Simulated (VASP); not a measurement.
KI:

```
K I
1.0
    -0.04724    3.53249    3.53249
     3.53249   -0.04724    3.53249
     3.53249    3.53249   -0.04724
K I
1 1
Direct
  0.00000 0.00000 0.00000
  0.50000 0.50000 0.50000
```

This cell differs from its parent crystal: epitaxial 111 strain +1.0%.

Base run:

| Quantity | Value |
| --- | --- |
| Program | VASP 6.6.1 |
| Functional | PBE |
| Potentials or basis | VASP PAW PBE potentials, release 64 (K_sv, I) |
| Cutoff | 520 eV |
| k mesh | 6 × 6 × 6 |
| Occupations | fermi-dirac, width 0.02 eV |
| Spin | no spin polarisation |

Its results: band gap on the k mesh 3.88 eV, direct; pressure 0.4 GPa.

Problem. The run is repeated on the same cell with these changes: functional from PBE to r2SCAN; occupations from fermi-dirac, width 0.02 eV to gaussian, width 0.01 eV. What comes out?

Solution. Band gap on the k mesh 4.52 eV, direct; pressure -0.1 GPa.

Caveats: spin-orbit coupling is left out, which moves the levels of the heavy elements; the PAW data sets were made with another functional, which shifts forces and pressure a little (some runs).

